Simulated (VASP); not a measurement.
Set up this calculation in VASP 6.6.1, as the native input.

```
Task                   : single point
Functional             : PBE
Potentials or basis    : VASP PAW PBE potentials, release 64 (Li_sv, H)
Cutoff                 : 520 eV
k mesh                 : 6 × 6 × 6
Occupations            : gaussian, width 0.1 eV
Spin                   : no spin polarisation
Dipole correction      : no
Further INCAR settings : ALGO = Normal; EDIFF = 1e-06; NBANDS = 10
```

The structure of LiH2 lies in POSCAR:

```
LiH2
1.0
    2.8974336710      0.0000000000      0.0000000000
   -1.4487168355      2.5092511649      0.0000000000
    0.0000000000      0.0000000000      3.1284582827
Li H
1 2
Direct
    0.0000000000      0.0000000000      0.0000000000
    0.3333333333      0.6666666667      0.5000000000
    0.6666666667      0.3333333333      0.5000000000
```

One way to write it, as run:

INCAR

```
SYSTEM = LiH2
PREC = Accurate ; ENCUT = 520
EDIFF = 1E-6 ; ISMEAR = 0
SIGMA = 0.1 ; LREAL = .FALSE.
LASPH = .TRUE. ; NELM = 80
ALGO = Normal ; ISIF = 2
LWAVE = .FALSE. ; LCHARG = .FALSE.
GGA = PE ; NBANDS = 10
```

KPOINTS

```
regular mesh
0
G
  6 6 6
  0 0 0
```

Potentials or basis: VASP PAW PBE potentials, release 64 (Li_sv, H).

Launch:

```console
$ cat potpaw_PBE.64/Li_sv/POTCAR potpaw_PBE.64/H/POTCAR > POTCAR
$ mpirun -np 1 vasp_std > vasp.out
```

It gave:

```json
{"Band gap on the k mesh": "zero (an odd number of electrons rules out a gap without spin polarisation)"}
```

Caveat: the k points lie up to 0.42 Å⁻¹ apart, too coarse for converged energies and pressures of a metal.

Run time: 4.1 s on 1 thread of AMD EPYC 9R45 (Zen 5), with other jobs on the host, peak memory 0.1 GiB.
